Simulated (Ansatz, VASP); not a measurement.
One calculation of As, two programs

INCAR

```
SYSTEM = As
ALGO     = Normal         ! electronic algorithm
EDIFF    = 1E-7           ! SCF threshold, eV
ENCUT    = 520            ! plane-wave cutoff, eV
GGA      = CA             ! functional
ISIF     = 2              ! what is computed and relaxed
ISMEAR   = -1             ! smearing method
LASPH    = .TRUE.         ! aspherical terms in the spheres
LCHARG   = .FALSE.        ! write CHGCAR
LREAL    = .FALSE.        ! projectors in reciprocal space
LWAVE    = .FALSE.        ! write WAVECAR
NBANDS   = 8              ! bands
NELM     = 60             ! most SCF steps
PREC     = Accurate       ! precision mode
SIGMA    = 0.05           ! smearing width, eV
```

KPOINTS

```
k-points
0
G
  10 10 10
  0 0 0
```

The input POSCAR:

```
As
1.0
    2.7036817444      0.0000000000      0.0000000000
    0.0000000000      2.7036817444      0.0000000000
    0.0000000000      0.0000000000      2.7036817444
As
1
Direct
    0.5000000000      0.5000000000      0.5000000000
```

File input.yaml:

```yaml
crystal:
  lattice:
    - [2.7036817444, 0.0, 0.0]
    - [0.0, 2.7036817444, 0.0]
    - [0.0, 0.0, 2.7036817444]
  atoms:
    - { symbol: As, position: [0.5, 0.5, 0.5] }
kpoints:
  mp_grid: { grid: [10, 10, 10] }
  band_path:
    path:
      - [0.0, 0.0, 0.0]
      - [0.0, 0.5, 0.0]
      - [0.5, 0.5, 0.0]
      - [0.0, 0.0, 0.0]
      - [0.5, 0.5, 0.5]
      - [0.0, 0.5, 0.0]
    npoints: 6
scf:
  occupations: { method: fermi_dirac, width: 0.05 }
hamiltonian:
  xc: lda
  pseudopotentials: { kind: all_electron, lapw: { basis_error: 0.001 } }
output:
  forces: true
  stress: true
  eigenvalues: true
```

Alike in both runs: functional LDA; k mesh 10 × 10 × 10; occupations fermi-dirac, width 0.05 eV; no spin polarisation.

```csv
,VASP,Ansatz
version,VASP 6.6.1,Ansatz 0.2.0
potentials or method,"VASP PAW LDA potentials, release 64 (As), cutoff 520 eV","all-electron LAPW, scalar-relativistic"
task,single point,band structure
```

```csv
,VASP,Ansatz,Ansatz less VASP
gap on the k mesh at the Fermi level (eV),none,none,-
pressure (GPa),-2.9,-3.2,-0.29
```

LDA's correlation is that of Perdew and Zunger in VASP and of Perdew and Wang (1992) in Ansatz. A gap of «none» marks a metal or a gap that the smearing closes. Ansatz ran all-electron here, and VASP with PAW potentials.
